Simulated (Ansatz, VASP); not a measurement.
**One calculation of BaTiO3, two programs**

```
Ba Ti O
1.0
     0.00000   -2.87328   -2.88592
    -4.00822    2.87328   -2.88592
     4.00822    2.87328   -2.88592
Ba Ti O
2 2 6
Cartesian
  0.0000 2.8733 -8.6055
  0.0000 0.0000 -5.7195
  -2.0041 2.8738 -5.7441
  2.0041 2.8738 -5.7441
  0.0000 0.0009 -2.8143
  0.0000 2.8742 -5.7002
  -2.0041 1.4490 -4.3522
  2.0041 1.4490 -4.3522
  2.0041 1.4222 -1.4649
  -2.0041 1.4222 -1.4649
```

Change from the starting cell: mode 17 (273.2 1/cm) frozen in, largest displacement -0.120 Å.

Alike in both runs: task single point; functional PBE; k mesh 6 × 4 × 4; occupations gaussian, width 0.05 eV; no spin polarisation; Hubbard terms Ti d U = 4.0 eV.

|  | VASP | Ansatz |
| --- | --- | --- |
| version | VASP 6.6.1 | Ansatz 0.2.0 |
| potentials or method | VASP PAW PBE potentials, release 64 (Ba_sv, Ti_sv, O), cutoff 520 eV | scalar-relativistic, plane waves, PAW |
| valence electrons in the cell | 80 | 80 |

```csv
,VASP,Ansatz,Ansatz less VASP
gap on the k mesh at the Fermi level (eV),2.15,2.18,+0.032
least direct gap on the mesh (eV),2.23,2.23,-0.005
pressure (GPa),1.1,-2.2,-3.27
"traceless stress, the component that is largest in VASP (GPa)",1.98,1.76,-0.218
rms of the force components (eV/Å),0.200,0.195,-0.0055
```

The programs project onto different local orbitals, so the same U acts differently, and such runs can settle in different states. Atom by atom the forces differ by 0.069 eV/Å (rms over components).

Spin-orbit coupling is off throughout.
